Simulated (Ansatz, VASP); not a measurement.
**WC: VASP beside Ansatz**

INCAR

```
ALGO = Normal ; EDIFF = 1E-6
ENCUT = 520 ; GGA = PE
ISIF = 2 ; ISMEAR = -1
LASPH = True ; LCHARG = True
LELF = True ; LREAL = False
LVHAR = True ; LWAVE = False
NBANDS = 16 ; NELM = 80
PREC = Accurate ; SIGMA = 0.05
```

File KPOINTS:

```
k-points
0
Gamma
  13 13 12
```

POSCAR

```
WC
1.0
    2.9005014360      0.0000000000      0.0000000000
   -1.4502507180      2.5119079273      0.0000000000
    0.0000000000      0.0000000000      2.8290000000
W C
1 1
Direct
    0.0000000000      0.0000000000      0.0000000000
    0.6858934177      0.3474082919      0.5000000000
```

Input for Ansatz:

```yaml
crystal:
  lattice:
    - [2.900501436, 0.0, 0.0]
    - [-1.450250718, 2.5119079273, 0.0]
    - [0.0, 0.0, 2.829]
  atoms:
    - { symbol: W, position: [0.0, 0.0, 0.0] }
    - { symbol: C, position: [0.6858934177, 0.3474082919, 0.5] }
kpoints:
  mp_grid: { grid: [13, 13, 12] }
scf:
  occupations: { method: fermi_dirac, width: 0.05 }
hamiltonian:
  xc: pbe
  pseudopotentials: { kind: all_electron, lapw: { basis_error: 0.001 } }
output:
  forces: true
  stress: true
  eigenvalues: true
```

Alike in both runs: task single point; functional PBE; k mesh 13 × 13 × 12; occupations fermi-dirac, width 0.05 eV; no spin polarisation.

|  | VASP | Ansatz |
| --- | --- | --- |
| version | VASP 6.6.1 | Ansatz 0.2.0 |
| potentials or method | VASP PAW PBE potentials, release 64 (W_sv, C), cutoff 520 eV | all-electron LAPW, scalar-relativistic |

|  | VASP | Ansatz | Ansatz less VASP |
| --- | --- | --- | --- |
| pressure (GPa) | 10.0 | 8.9 | -1.08 |
| traceless stress, the component that is largest in VASP (GPa) | -1.97 | -1.83 | +0.143 |
| rms of the force components (eV/Å) | 0.454 | 0.452 | -0.0019 |

Atom by atom the forces differ by 0.002 eV/Å (rms over components). Ansatz ran all-electron here, and VASP with PAW potentials.

Spin-orbit coupling is off throughout.
